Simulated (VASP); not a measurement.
The system is LiF (zincblende type).

```
Li F
1.0
     0.00000    2.23228    2.23228
     2.23228    0.00000    2.23228
     2.23228    2.23228    0.00000
Li F
1 1
Direct
  0.00000 0.00000 0.00000
  0.25000 0.25000 0.25000
```

```yaml
Program: VASP 6.6.1
Task: relaxation of cell and atoms
Functional: PBE
Potentials_or_basis: VASP PAW PBE potentials, release 64 (Li_sv, F)
Cutoff: 600 eV
k_mesh: 16 × 16 × 16
Occupations: fermi-dirac, width 0.03 eV
Spin: no spin polarisation
```

At the start: pressure -3.5 GPa; volume 11.12 Å³/atom.

**Question.** How do energy, volume and symmetry change on relaxing?

**Answer.** Over 4 steps the energy falls by 9.8 meV/atom and the volume is 10.28 Å³/atom (-7.6 %); space group F-43m (No. 216, to 0.05 Å).

The path:
```csv
step,energy change (eV),largest force (eV/Å),pressure (GPa),volume (Å³)
1,0.0000,0.0000,-3.50,22.25
2,-0.0136,0.0000,-2.07,21.47
3,-0.0196,0.0000,-0.30,20.69
4,-0.0197,0.0000,-0.01,20.56
```

Final structure:
```
Li F
1.0
     0.00000    2.17452    2.17452
     2.17452    0.00000    2.17452
     2.17452    2.17452    0.00000
Li F
1 1
Direct
  0.00000 0.00000 0.00000
  0.25000 0.25000 0.25000
```

Caveat: the cutoff is under 1.25 times the usual one of these potentials, so pressure, stress and relaxed cells hold a basis-set (Pulay) error.
